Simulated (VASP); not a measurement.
# MoS2 in VASP: single point with PBE

Aim: the single point of MoS2 with PBE.

All numbers are computed with VASP 6.6.1; they aren't measurements. Logs are shortened: lines on timing, memory, paths and dates and some standing lists are left out, and cuts for length are marked.

### Step 1. The cell of the first run

The cell holds a slab with vacuum, 6 atoms: a = 3.184 Å, b = 3.184 Å, c = 37.437 Å, α = 90.00°, β = 90.00°, γ = 120.00°.

### Step 2. Single point, PBE, collinear spin

Contents of INCAR:

```
ALGO = Normal
DIPOL = 0.5 0.5 0.500
EDIFF = 1E-7
ENCUT = 520
GGA = PE
IDIPOL = 3
ISIF = 2
ISMEAR = 0
ISPIN = 2
LASPH = True
LCHARG = False
LDIPOL = True
LMAXMIX = 4
LORBIT = 11
LREAL = False
LWAVE = False
MAGMOM = 0 0 0 0 1 1
NBANDS = 39
NELM = 150
PREC = Accurate
SIGMA = 0.05
```

Contents of KPOINTS:

```
k-points
0
Gamma
  9 9 1
```

Contents of POSCAR:

```
MoS2
1.0
    3.1841260834      0.0000000000      0.0000000000
   -1.5920630417      2.7575340771      0.0000000000
    0.0000000000      0.0000000000     37.4372503152
S Mo
4 2
Direct
    0.3333333333      0.6666666667      0.2270465894
    0.3333333333      0.6666666667      0.3099226067
    0.3333333333      0.6666666667      0.6897567538
    0.3333333333      0.6666666667      0.7732491425
    0.0000000000      0.0000000000      0.2684845980
    0.0000000000      0.0000000000      0.7315029866
```

Potentials or basis: VASP PAW PBE potentials, release 64 (S, Mo_sv).

Run with:

```
$ cat potpaw_PBE.64/S/POTCAR potpaw_PBE.64/Mo_sv/POTCAR > POTCAR
$ mpirun -np 1 vasp_std > vasp.out
```

OUTCAR:

```text
EDIFF = 1E-7
   ENCUT = 520
   GGA = PE
   ISIF = 2
   ISMEAR = 0
   ISPIN = 2
   LASPH = True
   LORBIT = 11
   LREAL = False
   NELM = 150
   PREC = Accurate

 ion  position               nearest neighbor table
   1  0.333  0.667  0.227-   5 2.41   5 2.41   5 2.41
   2  0.333  0.667  0.310-   5 2.41   5 2.41   5 2.41
   3  0.333  0.667  0.690-   6 2.41   6 2.41   6 2.41
   4  0.333  0.667  0.773-   6 2.41   6 2.41   6 2.41
   5  0.000  0.000  0.268-   1 2.41   1 2.41   1 2.41   2 2.41   2 2.41   2 2.41
   6  0.000  0.000  0.732-   4 2.41   4 2.41   4 2.41   3 2.41   3 2.41   3 2.41

  LATTYP: Found a hexagonal cell.
 ALAT       =     3.1841260834
 C/A-ratio  =    11.7574647908

  Lattice vectors:

 A1 = (   3.1841260834,   0.0000000000,   0.0000000000)
 A2 = (  -1.5920630417,   2.7575340771,   0.0000000000)
 A3 = (   0.0000000000,   0.0000000000,  37.4372503152)

Analysis of symmetry for initial positions (statically):
=====================================================================
 Subroutine PRICEL returns:
 Original cell was already a primitive cell.

 Routine SETGRP: Setting up the symmetry group for a
 hexagonal supercell.

 Subroutine GETGRP returns: Found  6 space group operations
 (whereof  6 operations were pure point group operations)
 out of a pool of 24 trial point group operations.

The static configuration has the point symmetry C_3v.

Analysis of symmetry for dynamics (positions and initial velocities):
=====================================================================
 Subroutine PRICEL returns:
 Original cell was already a primitive cell.

 Routine SETGRP: Setting up the symmetry group for a
 hexagonal supercell.

 Subroutine GETGRP returns: Found  6 space group operations
 (whereof  6 operations were pure point group operations)
 out of a pool of 24 trial point group operations.

The dynamic configuration has the point symmetry C_3v.

Analysis of structural, dynamic, and magnetic symmetry:
=====================================================================
 Subroutine PRICEL returns:
 Original cell was already a primitive cell.

 Routine SETGRP: Setting up the symmetry group for a
 hexagonal supercell.

 Subroutine GETGRP returns: Found  6 space group operations
 (whereof  6 operations were pure point group operations)
 out of a pool of 24 trial point group operations.

The overall configuration has the point symmetry C_3v.

 Subroutine INISYM returns: Found  6 space group operations
 (whereof  6 operations are pure point group operations),
 and found     1 'primitive' translations

----------------------------------------------------------------------------------------

                                     Primitive cell

  volume of cell :     328.7116

  direct lattice vectors                    reciprocal lattice vectors
     3.184126083  0.000000000  0.000000000     0.314057915  0.181321422  0.000000000
    -1.592063042  2.757534077  0.000000000     0.000000000  0.362642844  0.000000000
     0.000000000  0.000000000 37.437250315     0.000000000  0.000000000  0.026711363

  length of vectors
     3.184126083  3.184126083 37.437250315     0.362642844  0.362642844  0.026711363

  position of ions in fractional coordinates (direct lattice)
     0.333333333  0.666666667  0.227046589
     0.333333333  0.666666667  0.309922607
     0.333333333  0.666666667  0.689756754
     0.333333333  0.666666667  0.773249142
     0.000000000  0.000000000  0.268484598
     0.000000000  0.000000000  0.731502987

  ion indices of the primitive-cell ions
   primitive index   ion index
                 1           1
                 2           2
                 3           3
                 4           4
                 5           5
                 6           6

----------------------------------------------------------------------------------------

 KPOINTS: k-points

Automatic generation of k-mesh.
 Grid dimensions read from file:
 generate k-points for:    9    9    1

 Generating k-lattice:

  Cartesian coordinates                     Fractional coordinates (reciprocal lattice)
     0.034895324  0.020146825  0.000000000     0.111111111  0.000000000  0.000000000
     0.000000000  0.040293649  0.000000000     0.000000000  0.111111111  0.000000000
     0.000000000  0.000000000  0.026711363     0.000000000  0.000000000  1.000000000

  Length of vectors
     0.040293649  0.040293649  0.026711363

  Shift w.r.t. Gamma in fractional coordinates (k-lattice)
     0.000000000  0.000000000  0.000000000

 Subroutine IBZKPT returns following result:
 ===========================================

 Found     12 irreducible k-points:

 Following reciprocal coordinates:
            Coordinates               Weight
  0.000000  0.000000  0.000000      1.000000
  0.111111  0.000000  0.000000      6.000000
  0.222222  0.000000  0.000000      6.000000
  0.333333  0.000000  0.000000      6.000000
  0.444444  0.000000  0.000000      6.000000
  0.111111  0.111111  0.000000      6.000000
  0.222222  0.111111  0.000000     12.000000
  0.333333  0.111111  0.000000     12.000000
  0.444444  0.111111  0.000000      6.000000
  0.222222  0.222222  0.000000      6.000000
  0.333333  0.222222  0.000000     12.000000
  0.333333  0.333333  0.000000      2.000000
   k-points           NKPTS =     12   k-points in BZ     NKDIM =     12   number of bands    NBANDS=     39
   number of dos      NEDOS =    301   number of ions     NIONS =      6
   total plane-waves  NPLWV = 161280
   dimension x,y,z NGX =    24 NGY =   24 NGZ =  280
   dimension x,y,z NGXF=    48 NGYF=   48 NGZF=  560
   ions per type =               4   2
   NGX,Y,Z   is equivalent  to a cutoff of  12.53, 12.53, 12.43 a.u.
   NGXF,Y,Z  is equivalent  to a cutoff of  25.06, 25.06, 24.87 a.u.
 SYSTEM =  unknown system
   PREC   = accura    normal or accurate (medium, high low for compatibility)
   ISTART =      0    job   : 0-new  1-cont  2-samecut
   ICHARG =      2    charge: 1-file 2-atom 10-const
   ISPIN  =      2    spin polarized calculation?
   LNONCOLLINEAR =      F non collinear calculations
   LSORBIT =      F    spin-orbit coupling
   LASPH  =      T    aspherical Exc in radial PAW
   ENCUT  =  520.0 eV  38.22 Ry    6.18 a.u.   5.92  5.92 69.61*2*pi/ulx,y,z
   NELM   =    150;   NELMIN=  2; NELMDL= -5     # of ELM steps
   EDIFF  = 0.1E-06   stopping-criterion for ELM
   LREAL  =      F    real-space projection
   EDIFFG = 0.1E-05   stopping-criterion for IOM
   NSW    =      0    number of steps for IOM
   IBRION =     -1    ionic relax: 0-MD 1-quasi-New 2-CG
   NFREE  =      0    steps in history (QN), initial steepest desc. (CG)
   ISIF   =      2    stress and relaxation
   ISYM   =      2    0-nonsym 1-usesym 2-fastsym
   POTIM  = 0.5000    time-step for ionic-motion
   TEBEG  =    0.0;   TEEND  =   0.0 temperature during run
   PSTRESS=    0.0 pullay stress
   NELECT =      52.0000    total number of electrons
   NUPDOWN=      -1.0000    fix difference up-down
   EMIN   =  10.00;   EMAX   =-10.00  energy-range for DOS
   EFERMI =   0.00;   METHOD = LEGACY
   ISMEAR =     0;   SIGMA  =   0.05  broadening in eV -4-tet -1-fermi 0-gaus
   EFERMI_NEDOS =   21; number of points for ismear=-14 and -15
   IALGO  =     38    algorithm
   IMIX   =      4    mixing-type and parameters
     AMIX     =   0.40;   BMIX     =  1.00
     AMIX_MAG =   1.60;   BMIX_MAG =  1.00
  volume/ion in A,a.u.               =      54.79       369.71
  Fermi-wavevector in a.u.,A,eV,Ry     =   0.885396  1.673156 10.665963  0.783926
  Thomas-Fermi vector in A             =   2.006424
   LORBIT       =     11    0 simple, 1 ext, 2 COOP (PROOUT), +10 PAW based schemes
   GGA     = PE    functional components
   LHFCALC =     F    Hartree Fock is set to
   AEXX    =    0.0000 exact exchange contribution
   IVDW    =     0    specifies the selected vdW correction
   LEPSILON=     F    determine dielectric tensor
   LRPA    =     F    only Hartree local field effects (RPA)
 spin polarized calculation
 Gauss-broadening in eV      SIGMA  =   0.05
  energy-cutoff  :      520.00
  volume of cell :      328.71
 maximum number of plane-waves:      8914
 NGX is ok and might be reduce to    24
   NGX = 11   NGY = 11   NGZ =139

 dipolmoment           0.000000      0.000000      0.000000 electrons x Angstroem

 number of electron      51.9999997 magnetization       0.0000002

 dipolmoment           0.000000      0.000000     -0.000000 electrons x Angstroem

 Free energy of the ion-electron system (eV)
  ---------------------------------------------------
  ext. energy  EPLUGINS =         0.00000000
  ---------------------------------------------------
  free energy    TOTEN  =       -43.70321561 eV

  energy without entropy =      -43.70321561  energy(sigma->0) =      -43.70321561

 E-fermi :  -1.4766     XC(G=0):  -4.0770

 val. band max:       -1.7325193852   @ k =   0.0000   0.0000   0.0000
 cond. band min:      -0.1339222599   @ k =   0.3333   0.3333   0.0000
 fundamental gap:      1.5985971253
 Fermi energy:        -1.4765803666

 spin component 1

 k-point     1 :       0.0000    0.0000    0.0000
  band No.  band energies     occupation
      1     -62.6320      1.00000
      2     -62.6290      1.00000
      3     -36.7736      1.00000
      4     -36.7673      1.00000
      5     -36.5732      1.00000
      6     -36.5732      1.00000
[... 30 lines left out ...]
     37       3.7502      0.00000
     38       3.8808      0.00000

 k-point     2 :       0.1111    0.0000    0.0000
  band No.  band energies     occupation
      1     -62.6276      1.00000
      2     -62.6247      1.00000
      3     -36.7649      1.00000
      4     -36.7587      1.00000
      5     -36.6177      1.00000
      6     -36.6085      1.00000
[... 30 lines left out ...]
     37       3.9935      0.00000
     38       4.1233      0.00000
[... 367 lines left out ...]
     37       6.7414      0.00000
     38       6.7529      0.00000

 k-point    12 :       0.3333    0.3333    0.0000
  band No.  band energies     occupation
      1     -62.5899      1.00000
      2     -62.5872      1.00000
      3     -36.8534      1.00000
      4     -36.8417      1.00000
      5     -36.8097      1.00000
      6     -36.7995      1.00000
[... 30 lines left out ...]
     37       5.8609      0.00000
     38       5.8926      0.00000
 Fermi energy:        -1.4765803666

 spin component 2

 k-point     1 :       0.0000    0.0000    0.0000
  band No.  band energies     occupation
      1     -62.6320      1.00000
      2     -62.6290      1.00000
      3     -36.7736      1.00000
      4     -36.7673      1.00000
      5     -36.5732      1.00000
      6     -36.5732      1.00000
[... 30 lines left out ...]
     37       3.7543      0.00000
     38       3.8819      0.00000

 k-point     2 :       0.1111    0.0000    0.0000
  band No.  band energies     occupation
      1     -62.6276      1.00000
      2     -62.6247      1.00000
      3     -36.7649      1.00000
      4     -36.7587      1.00000
      5     -36.6177      1.00000
      6     -36.6085      1.00000
[... 30 lines left out ...]
     37       3.9975      0.00000
     38       4.1238      0.00000
[... 367 lines left out ...]
     37       6.7414      0.00000
     38       6.7529      0.00000

 k-point    12 :       0.3333    0.3333    0.0000
  band No.  band energies     occupation
      1     -62.5899      1.00000
      2     -62.5872      1.00000
      3     -36.8534      1.00000
      4     -36.8417      1.00000
      5     -36.8097      1.00000
      6     -36.7995      1.00000
[... 30 lines left out ...]
     37       5.8609      0.00000
     38       5.8926      0.00000
 [bands above 38 left out]

------------------------ aborting loop because EDIFF is reached ----------------------------------------

 vacuum level on the upper side and lower side of the slab       (xc-potential included)        -0.090        -0.090

  FORCE on cell =-STRESS in cart. coord.  units (eV):
  Direction    XX          YY          ZZ          XY          YZ          ZX
  --------------------------------------------------------------------------------------
  -------------------------------------------------------------------------------------
  Total        0.1876920      0.1876920      0.5570158      0.0000000     -0.0000000      0.0000000
  in kB        0.9148320      0.9148320      2.7149571      0.0000000     -0.0000000      0.0000000
  external PRESSURE =       1.5148737 kB  Pullay stress =       0.0000000 kB

 VOLUME and BASIS-vectors are now :
 -----------------------------------------------------------------------------
  energy-cutoff  :      520.00
  volume of cell :      328.71
      direct lattice vectors                 reciprocal lattice vectors
     3.184126083  0.000000000  0.000000000     0.314057915  0.181321422  0.000000000
    -1.592063042  2.757534077  0.000000000     0.000000000  0.362642844  0.000000000
     0.000000000  0.000000000 37.437250315     0.000000000  0.000000000  0.026711363

 POSITION                                       TOTAL-FORCE (eV/Angst)
 -----------------------------------------------------------------------------------
     -0.00000      1.83836      8.50000         0.000000     -0.000000     -0.205601
     -0.00000      1.83836     11.60265         0.000000      0.000000      0.205593
     -0.00000      1.83836     25.82260        -0.000000      0.000000      0.011171
     -0.00000      1.83836     28.94832        -0.000000      0.000000     -0.011048
      0.00000      0.00000     10.05133         0.000000      0.000000     -0.000054
      0.00000      0.00000     27.38546        -0.000000      0.000000     -0.000061
 -----------------------------------------------------------------------------------
    total drift:                                0.000000     -0.000000      0.000229

  FREE ENERGIE OF THE ION-ELECTRON SYSTEM (eV)
  ---------------------------------------------------
  free  energy   TOTEN  =       -43.7032156111 eV

  energy  without entropy=      -43.7032156111  energy(sigma->0) =      -43.70321561

 vacuum level on the upper side and lower side of the slab         4.073         4.073

 total charge

# of ion       s       p       d       tot
------------------------------------------
    1        1.363   2.342   0.000   3.705
    2        1.363   2.342   0.000   3.705
    3        1.363   2.337   0.000   3.700
    4        1.363   2.337   0.000   3.700
    5        2.291   6.219   3.942  12.452
    6        2.288   6.216   3.928  12.433
--------------------------------------------------
tot         10.030  21.795   7.870  39.695

 magnetization (x)

# of ion       s       p       d       tot
------------------------------------------
    1       -0.000  -0.000   0.000  -0.000
    2        0.000   0.000   0.000   0.000
    3        0.000   0.000   0.000   0.000
    4       -0.000  -0.000   0.000  -0.000
    5        0.000   0.000  -0.000  -0.000
    6        0.000   0.000  -0.000  -0.000
--------------------------------------------------
tot          0.000   0.000  -0.000   0.000
```

Run time: 25 min. Hardware: 1 thread of Intel Xeon 8259CL, shared host; peak memory 0.66 GiB.

Results:

```yaml
Free_energy: -43.7032 eV
Largest_force: 0.206 eV/Å
Band_gap_on_the_k_mesh: 1.60 eV (least direct gap 1.64 eV)
Net_moment: 0.00 μB per cell
Valence_electrons_inside_the_program's_atomic_spheres: S 3.71, 3.70 (each value once); Mo 12.45, 12.43
```

Forces in eV/Å, atoms in the order of the input:
```
S    0.000  0.000 -0.206
S    0.000  0.000  0.206
S    0.000  0.000  0.011
S    0.000  0.000 -0.011
Mo   0.000  0.000  0.000
Mo   0.000  0.000  0.000
```
